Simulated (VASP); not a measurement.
Wanted: the native input for a VASP 6.6.1 run.

```
Task                   : single point
Functional             : PBE
Potentials or basis    : VASP PAW PBE potentials, release 64 (Ta_pv, N)
Cutoff                 : 520 eV
k mesh                 : 18 × 18 × 8
Occupations            : gaussian, width 0.1 eV
Spin                   : no spin polarisation
Dipole correction      : no
Further INCAR settings : ALGO = Normal; EDIFF = 1e-06; NBANDS = 24
```

The structure of TaN lies in POSCAR:

```
TaN
1.0
    3.1518925638      0.0000000000      0.0000000000
   -1.5759462819      2.7296190303      0.0000000000
    0.0000000000      0.0000000000      6.1049969945
Ta N
2 2
Direct
    0.3333333333      0.6666666667      0.0305473916
    0.6666666667      0.3333333333      0.5305473916
    0.3333333333      0.6666666667      0.3544526084
    0.6666666667      0.3333333333      0.8544526084
```

These files were run (other wordings do the same):

INCAR

```
PREC = Accurate
ENCUT = 520
EDIFF = 1E-6
ISMEAR = 0
SIGMA = 0.1
LREAL = F
LASPH = T
NELM = 60
ALGO = Normal
ISIF = 2
LWAVE = F
LCHARG = F
GGA = PE
NBANDS = 24
```

KPOINTS

```
Automatic mesh
0
Gamma
  18 18 8
```

Potentials or basis: VASP PAW PBE potentials, release 64 (Ta_pv, N).

Run with:

```bash
$ cat potpaw_PBE.64/Ta_pv/POTCAR potpaw_PBE.64/N/POTCAR > POTCAR
$ mpirun -np 1 vasp_std > vasp.out
```

Results of the run:

```
Pressure               : 0.5 GPa
Largest force          : 0.024 eV/Å
Band gap on the k mesh : zero (bands 16 and 17 overlap by 0.42 eV)
```

Caveat: spin-orbit coupling is left out, which moves the levels of the heavy elements.

Wall time 69 s on 1 thread of Intel(R) Xeon(R) 6975P-C (Granite Rapids), on a shared host, peak memory 0.32 GiB.
